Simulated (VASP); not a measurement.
# I (Pm-3m) in VASP: a series of runs, part 2 of 2

VASP 6.6.1.

### 5 Relaxation of cell and atoms, PBE, target pressure 20 GPa, at which the enthalpy is minimised

File INCAR:

```
PREC     = Accurate       # precision mode
ENCUT    = 600            # plane-wave cutoff, eV
EDIFF    = 1E-7           # SCF threshold, eV
ISMEAR   = -1             # smearing method
SIGMA    = 0.02           # smearing width, eV
LREAL    = F              # projectors in reciprocal space
LASPH    = T              # aspherical terms in the spheres
NELM     = 60             # most SCF steps
ALGO     = Normal         # electronic algorithm
ISIF     = 3              # what is computed and relaxed
LWAVE    = F              # write WAVECAR
LCHARG   = F              # write CHGCAR
GGA      = PE             # functional
IBRION   = 2              # ionic algorithm
NSW      = 60             # ionic steps
EDIFFG   = -0.03          # ionic threshold
PSTRESS  = 200.0
```

File KPOINTS:

```
regular mesh
0
Gamma
  8 8 8
```

File POSCAR:

```
I
1.0
    3.3000000000      0.0000000000      0.0000000000
    0.0000000000      3.3000000000      0.0000000000
    0.0000000000      0.0000000000      3.3000000000
I
1
Direct
    0.0000000000      0.0000000000      0.0000000000
```

Potentials or basis: VASP PAW PBE potentials, release 64 (I).

The run is started by

```console
$ cat potpaw_PBE.64/I/POTCAR > POTCAR
$ mpirun -np 1 vasp_std > vasp.out
```

OUTCAR:

```text
PREC = Accurate
   ENCUT = 600
   EDIFF = 1E-7
   ISMEAR = -1
   LREAL = F
   LASPH = T
   NELM = 60
   ISIF = 3
   GGA = PE
   IBRION = 2
   NSW = 60
   EDIFFG = -0.03
   PSTRESS = 200.0

 ion  position               nearest neighbor table
   1  0.000  0.000  0.000-

  LATTYP: Found a simple cubic cell.
 ALAT       =     3.3000000000

  Lattice vectors:

 A1 = (   3.3000000000,   0.0000000000,   0.0000000000)
 A2 = (   0.0000000000,   3.3000000000,   0.0000000000)
 A3 = (   0.0000000000,   0.0000000000,   3.3000000000)

Analysis of symmetry for initial positions (statically):
=====================================================================
 Subroutine PRICEL returns:
 Original cell was already a primitive cell.

 Routine SETGRP: Setting up the symmetry group for a
 simple cubic supercell.

 Subroutine GETGRP returns: Found 48 space group operations
 (whereof 48 operations were pure point group operations)
 out of a pool of 48 trial point group operations.

The static configuration has the point symmetry O_h .

Analysis of symmetry for dynamics (positions and initial velocities):
[... 124 lines left out ...]
   ISMEAR =    -1;   SIGMA  =   0.02  broadening in eV -4-tet -1-fermi 0-gaus
   EFERMI_NEDOS =   21; number of points for ismear=-14 and -15
   IALGO  =     38    algorithm
   IMIX   =      4    mixing-type and parameters
     AMIX     =   0.40;   BMIX     =  1.00
     AMIX_MAG =   1.60;   BMIX_MAG =  1.00
  volume/ion in A,a.u.               =      35.94       242.51
  Fermi-wavevector in a.u.,A,eV,Ry     =   0.948987  1.793325 12.253083  0.900576
  Thomas-Fermi vector in A             =   2.077227
   LORBIT       =      0    0 simple, 1 ext, 2 COOP (PROOUT), +10 PAW based schemes
   GGA     = PE    functional components
   LHFCALC =     F    Hartree Fock is set to
   AEXX    =    0.0000 exact exchange contribution
   IVDW    =     0    specifies the selected vdW correction
   LEPSILON=     F    determine dielectric tensor
   LRPA    =     F    only Hartree local field effects (RPA)
 conjugate gradient relaxation of ions
 non-spin polarized calculation
  energy-cutoff  :      600.00
  volume of cell :       35.94
 maximum number of plane-waves:      1222
 NGX is ok and might be reduce to    28
   NGX = 13   NGY = 13   NGZ = 13

--------------------------------------- Ionic step        1  -------------------------------------------

 number of electron       6.9999999 magnetization

 Free energy of the ion-electron system (eV)
  ---------------------------------------------------
  ext. energy  EPLUGINS =         0.00000000
  ---------------------------------------------------
  free energy    TOTEN  =        -1.11697536 eV

  energy without entropy =       -1.11577026  energy(sigma->0) =       -1.11637281

 E-fermi :   4.9526     XC(G=0):  -8.8047

 val. band max:        4.9314638594   @ k =   0.1250   0.0000   0.0000
 cond. band min:       4.9996893648   @ k =   0.5000   0.2500   0.1250
 fundamental gap:      0.0682255054
 Fermi energy:         4.9525817397
[... 636 lines left out ...]
--------------------------------------- Ionic step        5  -------------------------------------------

 number of electron       7.0000000 magnetization

 Free energy of the ion-electron system (eV)
  ---------------------------------------------------
  ext. energy  EPLUGINS =         0.00000000
  ---------------------------------------------------
  free energy    TOTEN  =        -0.65418522 eV

  energy without entropy =       -0.65379812  energy(sigma->0) =       -0.65399167

 E-fermi :   7.9816     XC(G=0):  -9.7524

 val. band max:        7.9285675127   @ k =   0.1250   0.0000   0.0000
 cond. band min:       8.0902825769   @ k =   0.1250   0.1250   0.0000
 fundamental gap:      0.1617150642
 Fermi energy:         7.9816111200
[... 272 lines left out ...]
  energy  without entropy=       -0.6537981218  energy(sigma->0) =       -0.65399167

  enthalpy is  TOTEN    =         2.9934171926 eV   P V=        3.6476024127

 reached required accuracy - stopping structural energy minimisation
```

OSZICAR:

```text
N       E                     dE             d eps       ncg     rms          rms(c)
DAV:   1     0.234464604888E+02    0.23446E+02   -0.26482E+03   490   0.787E+02
DAV:   2    -0.396816715261E+00   -0.23843E+02   -0.22930E+02   672   0.102E+02
DAV:   3    -0.110914186026E+01   -0.71233E+00   -0.71083E+00   602   0.215E+01
[... 54 lines left out ...]
DAV:   1    -0.655015484728E+00    0.22351E-01   -0.21237E-02   490   0.868E-01    0.170E-01
DAV:   2    -0.654424634296E+00    0.59085E-03   -0.75525E-04   490   0.209E-01    0.838E-02
DAV:   3    -0.654184351113E+00    0.24028E-03   -0.72702E-04   497   0.155E-01    0.121E-01
DAV:   4    -0.654185120392E+00   -0.76928E-06   -0.77086E-06   609   0.276E-02    0.128E-01
DAV:   5    -0.654185220018E+00   -0.99626E-07   -0.85682E-08   511   0.207E-03
   5 F= 0.29934172E+01 E0= 0.29936107E+01  d E =-.375628E+00
```

Wall time 72 s (1 thread of Intel Xeon 8259CL, shared host); peak memory 0.17 GiB.

Results:

```
Free energy                                                : -0.6542 eV
Relaxed volume                                             : 29.22 Å³/atom
Relaxed cell                                               : a = 3.080 Å, b = 3.080 Å, c = 3.080 Å, α = 90.00°, β = 90.00°, γ = 90.00°
Space group after relaxing (to 0.1 Å)                      : Pm-3m (No. 221)
Energy change on relaxing (the run minimises the enthalpy) : +462.8 meV/atom
Ionic steps                                                : 5
Pressure after relaxing                                    : 20.0 GPa
Band gap on the k mesh                                     : zero (an odd number of electrons rules out a gap without spin polarisation)
```

The path:
```csv
step,energy change (eV),largest force (eV/Å),pressure (GPa),volume (Å³)
1,0.0000,0.0000,4.74,35.94
2,2.7931,0.0000,79.73,20.91
3,0.3583,0.0000,16.87,30.13
4,0.4396,0.0000,19.32,29.41
5,0.4628,0.0000,20.01,29.22
```

Final structure:
```
CELL_PARAMETERS angstrom
3.08008 0.00000 0.00000
0.00000 3.08008 0.00000
0.00000 0.00000 3.08008
ATOMIC_POSITIONS crystal
I 0.00000 0.00000 0.00000
```

Caveat: the cell is relaxed towards a set pressure, so the run minimises the enthalpy, not the energy; the volume moved by over 15 % at a fixed basis, so the end points are rough; spin-orbit coupling is left out, which moves the levels of the heavy elements; an odd number of electrons without spin polarisation forces a metal; a magnetic or distorted state may lie lower.

### 6 Summary

| cell | gap on the mesh (eV) | pressure (GPa) |
| --- | --- | --- |
| relaxed | none | 0.0 |
| relaxed to 5 GPa | none | 5.1 |
| relaxed to 10 GPa | none | 9.9 |
| relaxed to 20 GPa | none | 20.0 |

Alike in all rows: task relaxation of cell and atoms; level PBE; potentials or basis VASP PAW PBE potentials, release 64 (I); no spin polarisation; k mesh 8 × 8 × 8; cutoff (eV) 600; smearing fermi-dirac 0.02 eV.

Caveats: spin-orbit coupling is left out, which moves the levels of the heavy elements; an odd number of electrons without spin polarisation forces a metal; a magnetic or distorted state may lie lower; the cell is relaxed towards a set pressure, so the run minimises the enthalpy, not the energy (at least some runs); the volume moved by over 15 % at a fixed basis, so the end points are rough (at least some runs).

Total energies depend on the potentials used, so only differences within one code and one set of settings carry meaning.

The gap in the log of VASP goes by the Fermi energy; the results here count the filled bands.